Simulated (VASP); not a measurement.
**MgO: single point with LDA**

**Measured values to compare with.**

From “Electronic structure of alkaline earth and post-transition metal oxides”, 2009, arxiv:0908.1581, for a bulk crystal of MgO: band gap 7.83 eV.

Crystal: MgO.

```
Mg O
1.0
     0.00000    2.07961    2.07961
     2.07961    0.00000    2.07961
     2.07961    2.07961    0.00000
Mg O
1 1
Direct
  0.00000 0.00000 0.00000
  0.50000 0.50000 0.50000
```

```yaml
Program: VASP 6.6.1
Task: single point
Functional: LDA
Potentials_or_basis: VASP PAW LDA potentials, release 64 (Mg_sv, O)
Cutoff: 750 eV
k_mesh: 10 × 10 × 10
Occupations: gaussian, width 0.02 eV
Spin: no spin polarisation
Dipole_correction: no
Mended: yes
Further_INCAR_settings: ALGO = Normal; EDIFF = 1e-06; NBANDS = 15
```

| Item | Value |
| --- | --- |
| Pressure | 0.1 GPa |
| Band gap on the k mesh | 5.05 eV |

Levels at points of the mesh, in eV from the valence-band top:
```csv
k point,band 4,band 5,band 6,band 7,band 8,band 9,band 10,band 11,band 12,band 13
"(0.00, 0.00, 0.00)",-38.67,-17.19,0.00,0.00,0.00,5.05,15.73,15.73,15.73,19.86
"(0.50, 0.00, 0.00)",-38.68,-15.70,-4.86,-0.71,-0.71,7.98,12.84,16.40,16.40,21.20
"(0.50, 0.50, 0.00)",-38.71,-15.46,-4.28,-1.42,-1.42,8.93,10.15,13.30,19.22,19.22
```

Wall time 14 s on 1 thread of AMD EPYC 9R45 96-Core Processor (Zen 5), on a shared host, peak memory 0.12 GiB.

Measured gap of MgO: 7.83 eV (quoted in “Electronic structure of alkaline earth and post-transition metal oxides”, 2009, arxiv:0908.1581). This calculation gives 5.05 eV (-2.78 eV). The value is that of LDA, without temperature or zero-point motion. Semilocal functionals fall short of measured gaps as a rule.
